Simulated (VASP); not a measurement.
Ir:

```
Ir
1.0
     2.48152    0.00000    0.00000
     0.00000    2.48152    0.00000
     0.00000    0.00000    2.48152
Ir
1
Direct
  0.00000 0.00000 0.00000
```

This isn't the form of Ir at room conditions, which is fcc.

| Quantity | Value |
| --- | --- |
| Program | VASP 6.6.1 |
| Task | relaxation of cell and atoms |
| Functional | LDA |
| Potentials or basis | VASP PAW LDA potentials, release 64 (Ir) |
| Cutoff | 600 eV |
| k mesh | 13 × 13 × 13 |
| Occupations | fermi-dirac, width 0.1 eV |
| Spin | no spin polarisation |

At the start: pressure 20.3 GPa; volume 15.28 Å³/atom.

**Question.** How do energy, volume and symmetry change on relaxing?

**Answer.** Over 16 steps the energy falls by 57.3 meV/atom and the volume is 16.24 Å³/atom (+6.3 %); space group Pm-3m (No. 221, to 0.1 Å) before and after.

Step by step:
| step | energy change (eV) | largest force (eV/Å) | pressure (GPa) | volume (Å³) |
| --- | --- | --- | --- | --- |
| 1 | 0.0000 | 0.0000 | 20.31 | 15.28 |
| 2 | 0.4517 | 0.0000 | -35.34 | 19.98 |
| 3 | -0.0568 | 0.0000 | -1.63 | 16.33 |
| 4 | -0.0573 | 0.0000 | -0.17 | 16.25 |
| 5 | -0.0573 | 0.0000 | 0.19 | 16.23 |
| 6 | -0.0573 | 0.0000 | 0.19 | 16.23 |
| 7 | -0.0573 | 0.0000 | 0.17 | 16.23 |
| 8 | -0.0573 | 0.0000 | 0.17 | 16.23 |
| 9 | -0.0573 | 0.0000 | 0.17 | 16.23 |
| 10 | -0.0573 | 0.0000 | 0.17 | 16.23 |
| 11 | -0.0573 | 0.0000 | 0.17 | 16.23 |
| 12 | -0.0573 | 0.0000 | 0.16 | 16.23 |
| 13 | -0.0573 | 0.0000 | 0.16 | 16.23 |
| 14 | -0.0573 | 0.0000 | 0.14 | 16.23 |
| 15 | -0.0573 | 0.0000 | 0.12 | 16.23 |
| 16 | -0.0573 | 0.0000 | 0.07 | 16.24 |

Final structure:
```cif
data_structure
_symmetry_space_group_name_H-M 'P 1'
_symmetry_Int_Tables_number 1
_cell_length_a 2.5322
_cell_length_b 2.5322
_cell_length_c 2.5322
_cell_angle_alpha 90.000
_cell_angle_beta 90.000
_cell_angle_gamma 90.000
_cell_volume 16.24
loop_
_atom_site_label
_atom_site_type_symbol
_atom_site_fract_x
_atom_site_fract_y
_atom_site_fract_z
_atom_site_occupancy
Ir1 Ir 0.00000 0.00000 0.00000 1
```
